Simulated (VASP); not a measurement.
# SnCl (P6_3mc) in VASP: a series of runs, part 3 of 3

VASP 6.6.1. Earlier steps stand in the parts before.

## 4. Relaxation of cell and atoms, PBE, target pressure 10 GPa, at which the enthalpy is minimised

INCAR reads:

```
  ALGO = Normal
  EDIFF = 1E-7
  EDIFFG = -0.01
  ENCUT = 600
  GGA = PE
  IBRION = 2
  ISIF = 3
  ISMEAR = -1
  LASPH = True
  LCHARG = False
  LREAL = False
  LWAVE = False
  NELM = 100
  NSW = 60
  PREC = Accurate
  PSTRESS = 100.0
  SIGMA = 0.05
```

KPOINTS reads:

```
k-points
0
Gamma
  9 9 3
```

POSCAR reads:

```
SnCl
1.0
    3.4975457026      0.0000000000      0.0000000000
   -1.7487728513      3.0289634293      0.0000000000
    0.0000000000      0.0000000000     10.0622090000
Sn Cl
2 2
Direct
    0.6666666667      0.3333333333      0.8205100000
    0.3333333333      0.6666666667      0.3205100000
    0.6666666667      0.3333333333      0.5544910000
    0.3333333333      0.6666666667      0.0544910000
```

Potentials or basis: VASP PAW PBE potentials, release 64 (Sn_d, Cl).

Launch:

```bash
> cat potpaw_PBE.64/Sn_d/POTCAR potpaw_PBE.64/Cl/POTCAR > POTCAR
> mpirun -np 1 vasp_std > vasp.out
```

OUTCAR:

```text
EDIFF = 1E-7
   EDIFFG = -0.01
   ENCUT = 600
   GGA = PE
   IBRION = 2
   ISIF = 3
   ISMEAR = -1
   LASPH = True
   LREAL = False
   NELM = 100
   NSW = 60
   PREC = Accurate
   PSTRESS = 100.0

 ion  position               nearest neighbor table
   1  0.667  0.333  0.821-   3 2.68   4 3.10   4 3.10   4 3.10
   2  0.333  0.667  0.321-   4 2.68   3 3.10   3 3.10   3 3.10
   3  0.667  0.333  0.554-   1 2.68   2 3.10   2 3.10   2 3.10
   4  0.333  0.667  0.054-   2 2.68   1 3.10   1 3.10   1 3.10

  LATTYP: Found a hexagonal cell.
 ALAT       =     3.4975457026
 C/A-ratio  =     2.8769342435

  Lattice vectors:

 A1 = (   3.4975457026,   0.0000000000,   0.0000000000)
 A2 = (  -1.7487728513,   3.0289634293,   0.0000000000)
 A3 = (   0.0000000000,   0.0000000000,  10.0622090000)

Analysis of symmetry for initial positions (statically):
=====================================================================
 Subroutine PRICEL returns:
 Original cell was already a primitive cell.

 Routine SETGRP: Setting up the symmetry group for a
 hexagonal supercell.

 Subroutine GETGRP returns: Found 12 space group operations
 (whereof  6 operations were pure point group operations)
 out of a pool of 24 trial point group operations.

The static configuration has the point symmetry C_3v.
 The point group associated with its full space group is C_6v.

[... 144 lines left out ...]
   IVDW    =     0    specifies the selected vdW correction
   LEPSILON=     F    determine dielectric tensor
   LRPA    =     F    only Hartree local field effects (RPA)
 conjugate gradient relaxation of ions
 non-spin polarized calculation
  energy-cutoff  :      600.00
  volume of cell :      106.60
 maximum number of plane-waves:      3578
 NGX is ok and might be reduce to    28
   NGX = 13   NGY = 13   NGZ = 41

--------------------------------------- Ionic step        1  -------------------------------------------

 number of electron      41.9999995 magnetization

 Free energy of the ion-electron system (eV)
  ---------------------------------------------------
  ext. energy  EPLUGINS =         0.00000000
  ---------------------------------------------------
  free energy    TOTEN  =       -13.41064643 eV

  energy without entropy =      -13.40120305  energy(sigma->0) =      -13.40592474

 E-fermi :   4.8007     XC(G=0):  -9.3833

 val. band max:        4.6512332907   @ k =   0.3333   0.1111   0.3333
 cond. band min:       4.8142954827   @ k =   0.2222   0.2222   0.0000
 fundamental gap:      0.1630621920
 Fermi energy:         4.8006713615

 k-point     1 :       0.0000    0.0000    0.0000
  band No.  band energies     occupation
      1     -16.7667      2.00000
      2     -16.7592      2.00000
      3     -16.6992      2.00000
      4     -16.6992      2.00000
      5     -16.6992      2.00000
      6     -16.6992      2.00000
[... 980 lines left out ...]
--------------------------------------- Ionic step        9  -------------------------------------------

 number of electron      41.9999999 magnetization

 Free energy of the ion-electron system (eV)
  ---------------------------------------------------
  ext. energy  EPLUGINS =         0.00000000
  ---------------------------------------------------
  free energy    TOTEN  =       -12.94494514 eV

  energy without entropy =      -12.93748004  energy(sigma->0) =      -12.94121259

 E-fermi :   7.0228     XC(G=0): -10.3322

 val. band max:        6.8910539089   @ k =   0.3333  -0.0000   0.0000
 cond. band min:       7.0666755650   @ k =   0.3333  -0.0000   0.3333
 fundamental gap:      0.1756216561
 Fermi energy:         7.0227563735

 k-point     1 :       0.0000    0.0000    0.0000
  band No.  band energies     occupation
      1     -14.6501      2.00000
      2     -14.6326      2.00000
      3     -14.5376      2.00000
      4     -14.5376      2.00000
      5     -14.5376      2.00000
      6     -14.5376      2.00000
[... 696 lines left out ...]
  energy  without entropy=      -12.9374800419  energy(sigma->0) =      -12.94121259

  enthalpy is  TOTEN    =        -7.4707160485 eV   P V=        5.4742290903

 reached required accuracy - stopping structural energy minimisation
```

OSZICAR:

```text
N       E                     dE             d eps       ncg     rms          rms(c)
DAV:   1     0.434750040415E+03    0.43475E+03   -0.22587E+04  1218   0.241E+03
DAV:   2     0.541386110383E+02   -0.38061E+03   -0.37621E+03  1216   0.558E+02
DAV:   3    -0.106803000260E+02   -0.64819E+02   -0.63511E+02  1500   0.192E+02
DAV:   4    -0.139735506075E+02   -0.32933E+01   -0.32649E+01  1340   0.454E+01
[... 99 lines left out ...]
DAV:   5    -0.129449444980E+02   -0.11897E-05   -0.10177E-05  1220   0.185E-02    0.107E-02
DAV:   6    -0.129449449104E+02   -0.41236E-06   -0.80488E-07  1616   0.973E-03    0.665E-03
DAV:   7    -0.129449450399E+02   -0.12956E-06   -0.28777E-07   783   0.693E-03    0.292E-03
DAV:   8    -0.129449451474E+02   -0.10750E-06   -0.96652E-08   615   0.252E-03    0.647E-04
DAV:   9    -0.129449451388E+02    0.85965E-08   -0.26688E-08   605   0.175E-03
   9 F= -.74707160E+01 E0= -.74669835E+01  d E =-.513099E-03
```

CONTCAR:

```text
SnCl
   1.00000000000000
     3.2260720519731971    0.0000000000000000    0.0000000000000000
    -1.6130360259865986    2.7938603513722660   -0.0000000000000000
     0.0000000000000000    0.0000000000000000    9.7309399669473695
  Sn              Cl
     2     2
Direct
     0.6666666667000030    0.3333333332999970    0.8196624248337103
     0.3333333332999970    0.6666666667000030    0.3196624248337103
     0.6666666667000030    0.3333333332999970    0.5553385751662872
     0.3333333332999970    0.6666666667000030    0.0553385751662872

  0.00000000E+00  0.00000000E+00  0.00000000E+00
  0.00000000E+00  0.00000000E+00  0.00000000E+00
  0.00000000E+00  0.00000000E+00  0.00000000E+00
  0.00000000E+00  0.00000000E+00  0.00000000E+00
```

Wall time 5 min (1 thread of Oxide Virtual Turin-like, shared host); peak memory 0.25 GiB.

Results:

```
Free energy                                                : -12.9449 eV
Relaxed volume                                             : 21.93 Å³/atom
Relaxed cell                                               : a = 3.226 Å, b = 3.226 Å, c = 9.731 Å, α = 90.00°, β = 90.00°, γ = 120.00°
Space group after relaxing (to 0.1 Å)                      : P6_3mc (No. 186)
Energy change on relaxing (the run minimises the enthalpy) : +116.4 meV/atom
Ionic steps                                                : 9
Pressure after relaxing                                    : 10.0 GPa
Largest force after relaxing                               : 0.006 eV/Å
Band gap on the k mesh                                     : zero (bands 21 and 22 overlap by 3.79 eV)
```

Forces in eV/Å, atoms in the order of the input:
```
Sn   0.000  0.000 -0.006
Sn   0.000  0.000 -0.006
Cl   0.000  0.000  0.006
Cl   0.000  0.000  0.006
```

Step by step:
```
step  energy change (eV)  largest force (eV/Å)  pressure (GPa)  volume (Å³)
   1              0.0000                0.1027           -0.21       106.60
   2              1.0424                0.2165           17.79        82.48
   3              0.4358                0.0730            9.90        89.59
   4              0.5365                0.0543           10.70        86.68
   5              0.4951                0.0389           10.44        87.26
   6              0.4485                0.0350            9.70        87.99
   7              0.4637                0.0363            9.95        87.75
   8              0.4641                0.0282            9.96        87.74
   9              0.4657                0.0062           10.00        87.71
```

Final structure:
```cif
data_structure
_symmetry_space_group_name_H-M 'P 1'
_symmetry_Int_Tables_number 1
_cell_length_a 3.2261
_cell_length_b 3.2261
_cell_length_c 9.7309
_cell_angle_alpha 90.000
_cell_angle_beta 90.000
_cell_angle_gamma 120.000
_cell_volume 87.71
loop_
_atom_site_label
_atom_site_type_symbol
_atom_site_fract_x
_atom_site_fract_y
_atom_site_fract_z
_atom_site_occupancy
Sn1 Sn 0.66667 0.33333 0.81966 1
Sn2 Sn 0.33333 0.66667 0.31966 1
Cl1 Cl 0.66667 0.33333 0.55534 1
Cl2 Cl 0.33333 0.66667 0.05534 1
```

Levels at points of the mesh, in eV from the Fermi level:
```csv
k point,band 16,band 17,band 18,band 19,band 20,band 21,band 22,band 23,band 24,band 25
"(0.00, 0.00, 0.00)",-1.94,-1.39,-1.39,-1.32,-1.32,0.68,4.77,7.29,7.59,7.77
```

Caveat: the cell is relaxed towards a set pressure, so the run minimises the enthalpy, not the energy; the volume moved by over 15 % at a fixed basis, so the end points are rough; spin-orbit coupling is left out, which moves the levels of the heavy elements.

## 5. Overview

```tsv
cell	gap on the mesh (eV)	pressure (GPa)
relaxed to 2 GPa	none	2.0
relaxed to 5 GPa	none	5.0
relaxed to 10 GPa	none	10.0
```

Alike in all rows: task relaxation of cell and atoms; level PBE; potentials or basis VASP PAW PBE potentials, release 64 (Sn_d, Cl); no spin polarisation; k mesh 9 × 9 × 3; cutoff (eV) 600; smearing fermi-dirac 0.05 eV.

Caveats: the cell is relaxed towards a set pressure, so the run minimises the enthalpy, not the energy; spin-orbit coupling is left out, which moves the levels of the heavy elements; the volume moved by over 15 % at a fixed basis, so the end points are rough (at least some runs).

Total energies depend on the potentials used, so only differences within one code and one set of settings carry meaning.

The gap in the log of VASP goes by the Fermi energy; the results here count the filled bands.